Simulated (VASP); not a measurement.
# AlGaN2 (P-4m2) in VASP: a series of runs

The runs below take AlGaN2 through single point, with r2SCAN.

Program: VASP 6.6.1. These are calculated values, not measurements. Logs are shortened: lines on timing, memory, paths and dates and some standing lists are left out, and cuts for length are marked.

### 1 The cell of the first run

It takes space group P-4m2 (No. 115, tetragonal). The conventional cell has a = 2.993 Å, b = 2.993 Å, c = 4.200 Å, α = 90.00°, β = 90.00°, γ = 90.00°. Al (site symmetry -4m2) has 4 N at 1.80 Å within 2.4 Å. Within 2.5 Å of Ga (site symmetry -4m2) lie 4 N at 1.86 Å. N (site symmetry 2mm) has 2 Al at 1.80 Å and 2 Ga at 1.86 Å within 2.4 Å.

### 2 Single point, r2SCAN

Input file POSCAR:

```
AlGaN2
1.0
    2.9932928711      0.0000000000      0.0000000000
    0.0000000000      2.9932928711      0.0000000000
    0.0000000000      0.0000000000      4.2002807175
Al Ga N
1 1 2
Direct
    0.5000000000      0.5000000000      0.5000000000
    0.0000000000      0.0000000000      0.0000000000
    0.5000000000      0.0000000000      0.7385194560
    0.0000000000      0.5000000000      0.2614805440
```

Input file INCAR.step1:

```
SYSTEM = AlGaN2
PREC     = Accurate       ! precision mode
ENCUT    = 520            ! plane-wave cutoff, eV
ISMEAR   = 0              ! smearing method
SIGMA    = 0.02           ! smearing width, eV
LREAL    = .False.        ! projectors in reciprocal space
LASPH    = .True.         ! aspherical terms in the spheres
NELM     = 100            ! most SCF steps
NBANDS   = 21             ! bands
GGA      = PE             ! functional
ALGO     = Normal         ! electronic algorithm
EDIFF    = 1E-4           ! SCF threshold, eV
LWAVE    = .True.         ! write WAVECAR
LCHARG   = .False.        ! write CHGCAR
```

Input file INCAR.step2:

```
SYSTEM = AlGaN2
PREC     = Accurate       ! precision mode
ENCUT    = 520            ! plane-wave cutoff, eV
EDIFF    = 1E-6           ! SCF threshold, eV
ISMEAR   = 0              ! smearing method
SIGMA    = 0.02           ! smearing width, eV
LREAL    = .False.        ! projectors in reciprocal space
LASPH    = .True.         ! aspherical terms in the spheres
NELM     = 100            ! most SCF steps
ALGO     = Normal         ! electronic algorithm
ISIF     = 2              ! what is computed and relaxed
LWAVE    = .False.        ! write WAVECAR
LCHARG   = .False.        ! write CHGCAR
METAGGA  = R2SCAN         ! meta-GGA
LMIXTAU  = .True.       
NBANDS   = 21             ! bands
ISTART   = 1
```

Input file KPOINTS:

```
Automatic mesh
0
Gamma
  8 8 6
  0 0 0
```

Potentials or basis: VASP PAW PBE potentials, release 64 (Al, Ga_d, N).

Command:

```
$ cat potpaw_PBE.64/Al/POTCAR potpaw_PBE.64/Ga_d/POTCAR potpaw_PBE.64/N/POTCAR > POTCAR
$ cp INCAR.step1 INCAR
$ mpirun -np 1 vasp_std > vasp.out
$ cp INCAR.step2 INCAR
$ mpirun -np 1 vasp_std > vasp.out
```

OUTCAR:

```text
SYSTEM = AlGaN2
   PREC = Accurate
   ENCUT = 520
   EDIFF = 1E-6
   ISMEAR = 0
   LREAL = .False.
   LASPH = .True.
   NELM = 100
   ISIF = 2
   METAGGA = R2SCAN
   ISTART = 1

 ion  position               nearest neighbor table
   1  0.500  0.500  0.500-   3 1.80   4 1.80   3 1.80   4 1.80   2 2.98   2 2.98   2 2.98   2 2.98
                             2 2.98   2 2.98   2 2.98   2 2.98
   2  0.000  0.000  0.000-   3 1.86   4 1.86   4 1.86   3 1.86   1 2.98   1 2.98   1 2.98   1 2.98
                             1 2.98   1 2.98   1 2.98   1 2.98
   3  0.500  0.000  0.739-   1 1.80   1 1.80   2 1.86   2 1.86
   4  0.000  0.500  0.261-   1 1.80   1 1.80   2 1.86   2 1.86

  LATTYP: Found a simple tetragonal cell.
 ALAT       =     2.9932928711
 C/A-ratio  =     1.4032307891

  Lattice vectors:

 A1 = (   2.9932928711,   0.0000000000,   0.0000000000)
 A2 = (   0.0000000000,   2.9932928711,   0.0000000000)
 A3 = (   0.0000000000,   0.0000000000,   4.2002807175)

Analysis of symmetry for initial positions (statically):
=====================================================================
 Subroutine PRICEL returns:
 Original cell was already a primitive cell.

 Routine SETGRP: Setting up the symmetry group for a
 simple tetragonal supercell.

 Subroutine GETGRP returns: Found  8 space group operations
 (whereof  8 operations were pure point group operations)
 out of a pool of 16 trial point group operations.

The static configuration has the point symmetry D_2d.

Analysis of symmetry for dynamics (positions and initial velocities):
=====================================================================
 Subroutine PRICEL returns:
 Original cell was already a primitive cell.

 Routine SETGRP: Setting up the symmetry group for a
 simple tetragonal supercell.

 Subroutine GETGRP returns: Found  8 space group operations
 (whereof  8 operations were pure point group operations)
 out of a pool of 16 trial point group operations.

The dynamic configuration has the point symmetry D_2d.

 Subroutine INISYM returns: Found  8 space group operations
 (whereof  8 operations are pure point group operations),
 and found     1 'primitive' translations

----------------------------------------------------------------------------------------

                                     Primitive cell

[... 86 lines left out ...]
   ISTART =      1    job   : 0-new  1-cont  2-samecut
   ICHARG =      0    charge: 1-file 2-atom 10-const
   ISPIN  =      1    spin polarized calculation?
   LNONCOLLINEAR =      F non collinear calculations
   LSORBIT =      F    spin-orbit coupling
   LASPH  =      T    aspherical Exc in radial PAW
   ENCUT  =  520.0 eV  38.22 Ry    6.18 a.u.   5.57  5.57  7.81*2*pi/ulx,y,z
   NELM   =    100;   NELMIN=  2; NELMDL=  0     # of ELM steps
   EDIFF  = 0.1E-05   stopping-criterion for ELM
   LREAL  =      F    real-space projection
   EDIFFG = 0.1E-04   stopping-criterion for IOM
   NSW    =      0    number of steps for IOM
   IBRION =     -1    ionic relax: 0-MD 1-quasi-New 2-CG
   NFREE  =      0    steps in history (QN), initial steepest desc. (CG)
   ISIF   =      2    stress and relaxation
   ISYM   =      2    0-nonsym 1-usesym 2-fastsym
   POTIM  = 0.5000    time-step for ionic-motion
   TEBEG  =    0.0;   TEEND  =   0.0 temperature during run
   PSTRESS=    0.0 pullay stress
   NELECT =      26.0000    total number of electrons
   NUPDOWN=      -1.0000    fix difference up-down
   EMIN   =  10.00;   EMAX   =-10.00  energy-range for DOS
   EFERMI =   0.00;   METHOD = LEGACY
   ISMEAR =     0;   SIGMA  =   0.02  broadening in eV -4-tet -1-fermi 0-gaus
   EFERMI_NEDOS =   21; number of points for ismear=-14 and -15
   IALGO  =     38    algorithm
   IMIX   =      4    mixing-type and parameters
     AMIX     =   0.40;   BMIX     =  1.00
     AMIX_MAG =   1.60;   BMIX_MAG =  1.00
  volume/ion in A,a.u.               =       9.41        63.49
  Fermi-wavevector in a.u.,A,eV,Ry     =   1.447239  2.734886 28.497427  2.094502
  Thomas-Fermi vector in A             =   2.565217
   LORBIT       =      0    0 simple, 1 ext, 2 COOP (PROOUT), +10 PAW based schemes
   METAGGA = R2SCAN    functional components
   LHFCALC =     F    Hartree Fock is set to
   AEXX    =    0.0000 exact exchange contribution
   IVDW    =     0    specifies the selected vdW correction
   LEPSILON=     F    determine dielectric tensor
   LRPA    =     F    only Hartree local field effects (RPA)
 non-spin polarized calculation
 Gauss-broadening in eV      SIGMA  =   0.02
  energy-cutoff  :      520.00
  volume of cell :       37.63
 maximum number of plane-waves:      1031
 NGX is ok and might be reduce to    24
   NGX = 11   NGY = 11   NGZ = 15

 number of electron      25.9999993 magnetization

 Free energy of the ion-electron system (eV)
  ---------------------------------------------------
  ext. energy  EPLUGINS =         0.00000000
  ---------------------------------------------------
  free energy    TOTEN  =       -40.39154930 eV

  energy without entropy =      -40.39154930  energy(sigma->0) =      -40.39154930

 E-fermi :   7.1075     XC(G=0): -12.8690

 val. band max:        6.9986250855   @ k =   0.0000   0.0000   0.0000
 cond. band min:      10.9181575707   @ k =   0.5000   0.5000   0.0000
 fundamental gap:      3.9195324852
 Fermi energy:         7.1075169967

 k-point     1 :       0.0000    0.0000    0.0000
  band No.  band energies     occupation
      1     -10.4593      2.00000
      2      -8.2593      2.00000
      3      -6.3507      2.00000
      4      -6.3507      2.00000
      5      -6.2741      2.00000
      6      -5.9983      2.00000
[... 565 lines left out ...]
     20      21.2046      0.00000
     21      21.3590      0.00000

 [... further k-points ...]
[... 5 lines left out ...]
  --------------------------------------------------------------------------------------
  -------------------------------------------------------------------------------------
  Total        9.5907754      9.5907754      9.5800584      0.0000000      0.0000000     -0.0000000
  in kB      408.3076940    408.3076940    407.8514380      0.0000000      0.0000000     -0.0000000
  external PRESSURE =     408.1556087 kB  Pullay stress =       0.0000000 kB

 VOLUME and BASIS-vectors are now :
 -----------------------------------------------------------------------------
  energy-cutoff  :      520.00
  volume of cell :       37.63
      direct lattice vectors                 reciprocal lattice vectors
     2.993292871  0.000000000  0.000000000     0.334080240  0.000000000  0.000000000
     0.000000000  2.993292871  0.000000000     0.000000000  0.334080240  0.000000000
     0.000000000  0.000000000  4.200280718     0.000000000  0.000000000  0.238079325

 POSITION                                       TOTAL-FORCE (eV/Angst)
 -----------------------------------------------------------------------------------
      1.49665      1.49665      2.10014         0.000000     -0.000000      0.000000
      0.00000      0.00000      0.00000         0.000000      0.000000      0.000000
      1.49665      0.00000      3.10199         0.000000      0.000000     -0.102496
      0.00000      1.49665      1.09829         0.000000      0.000000      0.102496
 -----------------------------------------------------------------------------------
    total drift:                                0.000000      0.000000      0.000000

  FREE ENERGIE OF THE ION-ELECTRON SYSTEM (eV)
  ---------------------------------------------------
  free  energy   TOTEN  =       -40.3915493002 eV

  energy  without entropy=      -40.3915493002  energy(sigma->0) =      -40.39154930
```

OUTCAR.step1:

```text
SYSTEM = AlGaN2
   PREC = Accurate
   ENCUT = 520
   ISMEAR = 0
   LREAL = .False.
   LASPH = .True.
[... 808 lines left out ...]
      0.00000      0.00000      0.00000         0.000000      0.000000      0.000000
      1.49665      0.00000      3.10199        -0.000000      0.000000     -0.096897
      0.00000      1.49665      1.09829         0.000000      0.000000      0.096897
 -----------------------------------------------------------------------------------
    total drift:                                0.000000      0.000000      0.000000

  FREE ENERGIE OF THE ION-ELECTRON SYSTEM (eV)
  ---------------------------------------------------
  free  energy   TOTEN  =       -26.1140475137 eV

  energy  without entropy=      -26.1140475137  energy(sigma->0) =      -26.11404751
```

OSZICAR.step1:

```text
N       E                     dE             d eps       ncg     rms          rms(c)
DAV:   1     0.178349453752E+03    0.17835E+03   -0.13135E+04  2806   0.193E+03
DAV:   2    -0.117120571806E+02   -0.19006E+03   -0.17755E+03  2756   0.420E+02
DAV:   3    -0.308211087541E+02   -0.19109E+02   -0.18908E+02  2946   0.108E+02
DAV:   4    -0.312966252997E+02   -0.47552E+00   -0.47479E+00  3084   0.181E+01
DAV:   5    -0.313053887470E+02   -0.87634E-02   -0.87629E-02  3019   0.230E+00    0.127E+01
DAV:   6    -0.260789426602E+02    0.52264E+01   -0.13693E+01  3925   0.611E+01    0.400E+00
DAV:   7    -0.261335871354E+02   -0.54644E-01   -0.16787E+00  2675   0.103E+01    0.300E+00
DAV:   8    -0.261372226481E+02   -0.36355E-02   -0.22433E-01  3364   0.724E+00    0.106E+00
DAV:   9    -0.261139572576E+02    0.23265E-01   -0.68494E-02  3677   0.499E+00    0.274E-01
DAV:  10    -0.261139020006E+02    0.55257E-04   -0.68668E-03  2847   0.666E-01    0.885E-02
DAV:  11    -0.261140375335E+02   -0.13553E-03   -0.34833E-04  3181   0.238E-01    0.308E-02
DAV:  12    -0.261140475137E+02   -0.99802E-05   -0.45992E-05  1520   0.157E-01
   1 F= -.26114048E+02 E0= -.26114048E+02  d E =-.286228E-24
```

Run time: 55 s. Hardware: 1 thread of Intel Xeon 6975P-C (Granite Rapids), shared host; peak memory 0.19 GiB.

What came out:

| Quantity | Value |
| --- | --- |
| Free energy | -40.3915 eV |
| Pressure | 40.8 GPa |
| Largest force | 0.102 eV/Å |
| Band gap on the k mesh | 3.92 eV (least direct gap 4.25 eV) |

Forces in eV/Å, atoms in the order of the input:
```
Al   0.000  0.000  0.000
Ga   0.000  0.000  0.000
N    0.000  0.000 -0.102
N    0.000  0.000  0.102
```

Levels at points of the mesh, in eV from the valence-band top:
| k point | band 11 | band 12 | band 13 | band 14 | band 15 | band 16 |
| --- | --- | --- | --- | --- | --- | --- |
| (0.00, 0.00, 0.00) | -0.32 | 0.00 | 0.00 | 4.25 | 4.53 | 9.20 |
| (0.50, 0.00, 0.00) | -3.22 | -1.22 | -0.80 | 8.35 | 9.01 | 9.53 |
| (0.50, 0.50, 0.00) | -2.68 | -2.68 | -2.68 | 3.92 | 3.92 | 7.94 |
| (0.00, 0.00, 0.50) | -1.96 | -1.10 | -1.10 | 6.53 | 6.74 | 10.07 |
| (0.50, 0.00, 0.50) | -1.06 | -0.64 | -0.63 | 7.08 | 8.48 | 10.90 |
| (0.50, 0.50, 0.50) | -3.82 | -3.82 | -3.81 | 7.18 | 7.18 | 11.41 |

Caveat: the cell stands under pressure; the PAW data sets were made with another functional, which shifts forces and pressure a little. A k mesh can miss the band edges.

[end of part 1 of 2]
